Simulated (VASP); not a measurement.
## TiO2: relaxation of the atoms with r2SCAN

The system is TiO2.

```
CELL_PARAMETERS angstrom
-1.89210 1.89210 4.75730
1.89210 -1.89210 4.75730
1.89210 1.89210 -4.75730
ATOMIC_POSITIONS crystal
Ti 0.00000 0.00000 0.00000
Ti 0.75000 0.25000 0.50000
O 0.20810 0.20810 0.00000
O 0.95810 0.45810 0.50000
O 0.54190 0.04190 0.50000
O 0.79190 0.79190 0.00000
```

```yaml
Program: VASP 6.6.1
Task: relaxation of the atoms
Functional: r2SCAN
Potentials_or_basis: VASP PAW PBE potentials, release 64 (Ti_sv, O)
Cutoff: 520 eV
k_mesh: 5 × 5 × 5
Occupations: gaussian, width 0.01 eV
Spin: no spin polarisation
Dipole_correction: no
Further_INCAR_settings: ALGO = Normal; EDIFF = 1e-06; IBRION = 2; EDIFFG = -0.004; NSW = 80
```

| Property | Result |
| --- | --- |
| Energy gained by relaxing | 0.0 meV/atom |
| Ionic steps | 3 |
| Pressure after relaxing | 1.6 GPa |
| Band gap on the k mesh | 2.53 eV (least direct gap 2.90 eV) |

Forces on the atoms (eV/Å):
```
Ti   0.000  0.000  0.000
Ti   0.000  0.000  0.000
O    0.000  0.000 -0.002
O    0.000  0.000 -0.002
O    0.000  0.000  0.002
O    0.000  0.000  0.002
```

Stress tensor (GPa, compression positive):
```
1.51 0.00 0.00
0.00 1.51 0.00
0.00 0.00 1.83
```

Step by step:
```
step  energy change (eV)  largest force (eV/Å)  pressure (GPa)
   1              0.0000                0.0349            1.74
   2             -0.0001                0.0079            1.65
   3             -0.0001                0.0025            1.62
```

Final structure:
```
Ti O
1.0
    -1.89210    1.89210    4.75730
     1.89210   -1.89210    4.75730
     1.89210    1.89210   -4.75730
Ti O
2 4
Cartesian
  0.0000 0.0000 0.0000
  0.0000 1.8921 2.3786
  0.0000 0.0000 1.9823
  0.0000 1.8921 4.3610
  0.0000 1.8921 0.3963
  0.0000 0.0000 7.5323
```

Levels at points of the mesh, in eV from the valence-band top:
```csv
k point,band 21,band 22,band 23,band 24,band 25,band 26,band 27,band 28
"(0.00, 0.00, 0.00)",-0.78,-0.78,-0.49,-0.49,2.53,3.28,4.40,4.40
```

Run time: 22 min on 1 thread of Intel Xeon 8259CL, on a shared host, peak memory 0.26 GiB.

Caveat: the PAW data sets were made with another functional, which shifts forces and pressure a little. r2SCAN opens gaps a little over a GGA but as a rule still falls short of measured ones.
